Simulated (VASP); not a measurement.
Write the native input for VASP 6.6.1 that does the following.

| Quantity | Value |
| --- | --- |
| Task | density of states |
| Functional | PBE |
| Potentials or basis | VASP PAW PBE potentials, release 64 (Zn, O) |
| Cutoff | 520 eV |
| k mesh | 20 × 20 × 20 |
| Occupations | gaussian, width 0.1 eV |
| Spin | no spin polarisation |
| Dipole correction | no |
| k mesh for the DOS | 30 × 30 × 30 |
| Occupations for the DOS | tetrahedron |
| Further INCAR settings | ALGO = Normal; EDIFF = 1e-06 |

ZnO:

```xyz
2
Lattice="2.6882 0.0000 0.0000 0.0000 2.6882 0.0000 0.0000 0.0000 2.6882" Properties=species:S:1:pos:R:3 pbc="T T T"
Zn    0.0000    0.0000    0.0000
O     1.3441    1.3441    1.3441
```

The input as run:

POSCAR

```
ZnO
1.0
    2.6882149215      0.0000000000      0.0000000000
    0.0000000000      2.6882149215      0.0000000000
    0.0000000000      0.0000000000      2.6882149215
Zn O
1 1
Direct
    0.0000000000      0.0000000000      0.0000000000
    0.5000000000      0.5000000000      0.5000000000
```

INCAR.step1

```
PREC     = Accurate       # precision mode
ENCUT    = 520            # plane-wave cutoff, eV
EDIFF    = 1E-6           # SCF threshold, eV
ISMEAR   = 0              # smearing method
SIGMA    = 0.1            # smearing width, eV
LREAL    = F              # projectors in reciprocal space
LASPH    = T              # aspherical terms in the spheres
NELM     = 60             # most SCF steps
ALGO     = Normal         # electronic algorithm
ISIF     = 2              # what is computed and relaxed
LWAVE    = F              # write WAVECAR
LCHARG   = T              # write CHGCAR
GGA      = PE             # functional
NBANDS   = 16             # bands
```

KPOINTS.step1

```
regular mesh
0
Gamma
  20 20 20
```

INCAR.step2

```
PREC     = Accurate       # precision mode
ENCUT    = 520            # plane-wave cutoff, eV
EDIFF    = 1E-6           # SCF threshold, eV
ISMEAR   = -5             # smearing method
SIGMA    = 0.1            # smearing width, eV
LREAL    = F              # projectors in reciprocal space
LASPH    = T              # aspherical terms in the spheres
NELM     = 60             # most SCF steps
ALGO     = Normal         # electronic algorithm
ISIF     = 2              # what is computed and relaxed
LWAVE    = F              # write WAVECAR
LCHARG   = F              # write CHGCAR
GGA      = PE             # functional
LORBIT   = 11             # projections on sites
NEDOS    = 1001           # points of the DOS
ICHARG   = 11             # starting density
```

KPOINTS.step2

```
regular mesh
0
Gamma
  30 30 30
```

Potentials or basis: VASP PAW PBE potentials, release 64 (Zn, O).

Launch:

```console
$ cat potpaw_PBE.64/Zn/POTCAR potpaw_PBE.64/O/POTCAR > POTCAR
$ cp INCAR.step1 INCAR
$ cp KPOINTS.step1 KPOINTS
$ mpirun -np 1 vasp_std > vasp.out
$ cp INCAR.step2 INCAR
$ cp KPOINTS.step2 KPOINTS
$ mpirun -np 1 vasp_std > vasp.out
```

It gave:

| Property | Result |
| --- | --- |
| Valence electrons inside the program's atomic spheres | Zn 10.60; O 4.93 |

Run time: 90 s on 1 thread of Intel Xeon 6975P-C (shared host), peak memory 0.34 GiB.
